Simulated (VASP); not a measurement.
# TaN in VASP: a series of runs, part 2 of 2

VASP 6.6.1. Earlier steps stand in the parts before.

### Step 5. Single point, LDA+U

This run uses another cell than the first one, of 13.01 Å³/atom, 0.974 times its volume.

Input file INCAR:

```
SYSTEM = TaN
PREC = Accurate
ENCUT = 600
EDIFF = 1E-6
ISMEAR = -1
SIGMA = 0.05
LREAL = .False.
LASPH = .True.
NELM = 200
ALGO = Normal
ISIF = 2
LWAVE = .False.
LCHARG = .True.
LMAXMIX = 4
LDAU = .True.
LDAUTYPE = 2
LDAUL = 2 -1
LDAUU = 4 0
LDAUJ = 0 0
LDAUPRINT = 1
LELF = .True.
LVHAR = .True.
NBANDS = 26
GGA_COMPAT = .False.
```

Input file KPOINTS:

```
regular mesh
0
Gamma
  8 8 6
  0 0 0
```

Input file POSCAR:

```
TaN
1.0
    4.1483224287      0.0000000000      0.0000000000
    0.0000000000      4.1483224287      0.0000000000
    0.0000000000      0.0000000000      3.0237872974
Ta N
2 2
Direct
    0.0000000000      0.0000000000      0.0000000000
    0.5000000000      0.5000000000      0.0000000000
    0.5000000000      0.0000000000     -0.0000020595
    0.0000000000      0.5000000000      1.0000020595
```

Potentials or basis: VASP PAW LDA potentials, release 64 (Ta_sv_GW, N).

Run with:

```sh
cat potpaw_LDA.64/Ta_sv_GW/POTCAR potpaw_LDA.64/N/POTCAR > POTCAR
mpirun -np 1 vasp_std > vasp.out
```

OUTCAR:

```text
SYSTEM = TaN
   PREC = Accurate
   ENCUT = 600
   EDIFF = 1E-6
   ISMEAR = -1
   LREAL = .False.
   LASPH = .True.
   NELM = 200
   ISIF = 2

 ion  position               nearest neighbor table
   1  0.000  0.000  0.000-   3 2.07   4 2.07   4 2.07   3 2.07   2 2.93   2 2.93   2 2.93   2 2.93

   2  0.500  0.500  0.000-   3 2.07   4 2.07   3 2.07   4 2.07   1 2.93   1 2.93   1 2.93   1 2.93

   3  0.500  0.000  1.000-   1 2.07   2 2.07   2 2.07   1 2.07
   4  0.000  0.500  0.000-   1 2.07   2 2.07   1 2.07   2 2.07

  LATTYP: Found a simple tetragonal cell.
 ALAT       =     4.1483224287
[... 977 lines left out ...]
 [... further k-points ...]
[... 5 lines left out ...]
  --------------------------------------------------------------------------------------
  -------------------------------------------------------------------------------------
  Total        3.2556389      3.2556389      0.4268343      0.0000000      0.0000000      0.0000000
  in kB      100.2421944    100.2421944     13.1423680      0.0000000      0.0000000      0.0000000
  external PRESSURE =      71.2089190 kB  Pullay stress =       0.0000000 kB

 VOLUME and BASIS-vectors are now :
 -----------------------------------------------------------------------------
  energy-cutoff  :      600.00
  volume of cell :       52.04
      direct lattice vectors                 reciprocal lattice vectors
     4.148322429  0.000000000  0.000000000     0.241061301  0.000000000  0.000000000
     0.000000000  4.148322429  0.000000000     0.000000000  0.241061301  0.000000000
     0.000000000  0.000000000  3.023787297     0.000000000  0.000000000  0.330711092

 POSITION                                       TOTAL-FORCE (eV/Angst)
 -----------------------------------------------------------------------------------
      0.00000      0.00000      0.00000        -0.000000     -0.000000     -0.000000
      2.07416      2.07416      0.00000         0.000000      0.000000      0.000000
      2.07416      0.00000      3.02378        -0.000000     -0.000000     -0.000000
      0.00000      2.07416      0.00001        -0.000000     -0.000000     -0.000000
 -----------------------------------------------------------------------------------
    total drift:                                0.000000      0.000000      0.000000

  FREE ENERGIE OF THE ION-ELECTRON SYSTEM (eV)
  ---------------------------------------------------
  free  energy   TOTEN  =       -45.1118992580 eV

  energy  without entropy=      -45.0969079545  energy(sigma->0) =      -45.10440361
```

OSZICAR:

```text
N       E                     dE             d eps       ncg     rms          rms(c)
[... 11 lines left out ...]
DAV:  12    -0.453684231822E+02    0.30510E-01   -0.39694E-03  3580   0.399E-01    0.162E+02
DAV:  13    -0.451504125709E+02    0.21801E+00   -0.36075E-01  3438   0.345E+00    0.665E+01
DAV:  14    -0.451163055100E+02    0.34107E-01   -0.92227E-02  3848   0.173E+00    0.232E+01
DAV:  15    -0.451124647142E+02    0.38408E-02   -0.79102E-03  4172   0.499E-01    0.674E+00
DAV:  16    -0.451119797620E+02    0.48495E-03   -0.32073E-03  3766   0.320E-01    0.157E+00
DAV:  17    -0.451119025763E+02    0.77186E-04   -0.50118E-04  3630   0.124E-01    0.162E-01
DAV:  18    -0.451118984955E+02    0.40808E-05   -0.28982E-05  3516   0.306E-02    0.428E-02
DAV:  19    -0.451118992580E+02   -0.76248E-06   -0.59621E-06  3158   0.124E-02
   1 F= -.45111899E+02 E0= -.45104404E+02  d E =-.149913E-01
```

It took 42 s on 1 thread of Intel Xeon 6975P-C (Granite Rapids), shared host; peak memory 0.22 GiB.

What came out:

```
Free energy            : -45.1119 eV
Pressure               : 7.1 GPa
Band gap on the k mesh : zero (band 18 reaches 11.83 eV, above the bottom of band 19 at 7.37 eV)
```

Eigenvalues of the final occupation matrices:
```tsv
site	spin	trace	eigenvalues
site 1 d	1	1.12	0.16 0.16 0.22 0.27 0.32
site 1 d	2	1.12	0.16 0.16 0.22 0.27 0.32
site 2 d	1	1.12	0.16 0.16 0.22 0.27 0.32
site 2 d	2	1.12	0.16 0.16 0.22 0.27 0.32
```

Caveat: spin-orbit coupling is left out, which moves the levels of the heavy elements; U without spin polarisation on a metal has little footing.

### Step 6. Single point, LDA+U

This run uses another cell than the first one, of 12.83 Å³/atom, 0.961 times its volume.

Input file INCAR:

```
PREC = Accurate
ENCUT = 600
EDIFF = 1E-6
ISMEAR = -1
SIGMA = 0.05
LREAL = False
LASPH = True
NELM = 200
ALGO = Normal
ISIF = 2
LWAVE = False
LCHARG = True
LMAXMIX = 4
LDAU = True
LDAUTYPE = 2
LDAUL = 2 -1
LDAUU = 2 0
LDAUJ = 0 0
LDAUPRINT = 1
GGA = CA
LELF = True
LVHAR = True
NBANDS = 26
GGA_COMPAT = False
```

Input file KPOINTS:

```
Automatic mesh
0
Gamma
  8 8 6
```

Input file POSCAR:

```
TaN
1.0
    4.1415847403      0.0000000000      0.0000000000
    0.0000000000      4.1415847403      0.0000000000
    0.0000000000      0.0000000000      2.9922335792
Ta N
2 2
Direct
    0.0000000000      0.0000000000      0.0000000000
    0.5000000000      0.5000000000      0.0000000000
    0.5000000000      0.0000000000      0.0000010535
    0.0000000000      0.5000000000      0.9999989465
```

Potentials or basis: VASP PAW LDA potentials, release 64 (Ta_sv_GW, N).

Run with:

```sh
cat potpaw_LDA.64/Ta_sv_GW/POTCAR potpaw_LDA.64/N/POTCAR > POTCAR
mpirun -np 1 vasp_std > vasp.out
```

Wall time 51 s (1 thread of Intel Xeon 6975P-C (Granite Rapids), shared host); peak memory 0.22 GiB.

Results (log left out):

```yaml
Free_energy: -48.5663 eV
Pressure: 4.3 GPa
Band_gap_on_the_k_mesh: zero (band 18 reaches 11.63 eV, above the bottom of band 19 at 7.47 eV)
```

Stress tensor (GPa, compression positive):
```
5.74 0.00 0.00
0.00 5.74 0.00
0.00 0.00 1.48
```

Levels at points of the mesh, in eV from the Fermi level:
| k point | band 14 | band 15 | band 16 | band 17 | band 18 | band 19 | band 20 | band 21 | band 22 | band 23 |
| --- | --- | --- | --- | --- | --- | --- | --- | --- | --- | --- |
| (0.00, 0.00, 0.00) | -3.60 | -2.55 | -2.55 | -2.08 | -2.07 | -1.44 | 1.18 | 1.18 | 2.69 | 3.69 |
| (0.50, 0.00, 0.00) | -4.72 | -3.27 | -3.27 | -2.76 | -2.76 | 2.28 | 2.28 | 2.29 | 2.29 | 4.59 |
| (0.50, 0.50, 0.00) | -6.52 | -3.56 | -3.56 | -3.08 | -3.08 | 4.02 | 4.02 | 4.14 | 4.14 | 4.57 |
| (0.00, 0.00, 0.50) | -3.48 | -2.97 | -2.77 | -2.77 | -2.27 | -2.27 | 1.13 | 1.13 | 2.93 | 5.07 |
| (0.50, 0.00, 0.50) | -6.19 | -4.12 | -4.12 | -1.21 | -1.21 | 2.50 | 2.50 | 2.63 | 2.63 | 4.78 |
| (0.50, 0.50, 0.50) | -7.02 | -6.25 | -6.25 | 1.90 | 1.90 | 2.32 | 2.32 | 3.11 | 3.11 | 4.08 |

Eigenvalues of the final occupation matrices:
```tsv
site	spin	trace	eigenvalues
site 1 d	1	1.17	0.17 0.17 0.23 0.27 0.32
site 1 d	2	1.17	0.17 0.17 0.23 0.27 0.32
site 2 d	1	1.17	0.17 0.17 0.23 0.27 0.32
site 2 d	2	1.17	0.17 0.17 0.23 0.27 0.32
```

Caveat: spin-orbit coupling is left out, which moves the levels of the heavy elements; U without spin polarisation on a metal has little footing.

### Step 7. Overview

| potentials or basis | U | cell | cutoff (eV) | second run | gap on the mesh (eV) | pressure (GPa) |
| --- | --- | --- | --- | --- | --- | --- |
| VASP PAW LDA potentials, release 64 (Ta_pv, N) | Ta d U = 6.0 eV | a = 4.159, b = 4.159, c = 3.089 Å, 4 atoms | 520 | - | none | 8.4 |
| VASP PAW LDA potentials, release 64 (Ta_pv, N) | Ta d U = 8.0 eV | a = 4.198, b = 4.198, c = 3.308 Å, 4 atoms | 520 | - | none | 1.4 |
| VASP PAW LDA potentials, release 64 (Ta_sv_GW, N) | Ta d U = 1.0 eV | a = 4.138, b = 4.138, c = 2.988 Å, 4 atoms | 600 | valence_matched | none | 2.6 |
| VASP PAW LDA potentials, release 64 (Ta_sv_GW, N) | Ta d U = 4.0 eV | a = 4.148, b = 4.148, c = 3.024 Å, 4 atoms | 600 | valence_matched | none | 7.1 |
| VASP PAW LDA potentials, release 64 (Ta_sv_GW, N) | Ta d U = 2.0 eV | a = 4.142, b = 4.142, c = 2.992 Å, 4 atoms | 600 | valence_matched | none | 4.3 |

Alike in all rows: task single point; level LDA+U; no spin polarisation; k mesh 8 × 8 × 6; smearing fermi-dirac 0.05 eV.

Caveats: spin-orbit coupling is left out, which moves the levels of the heavy elements; U without spin polarisation on a metal has little footing.

Total energies depend on the potentials used, so only differences within one code and one set of settings carry meaning.
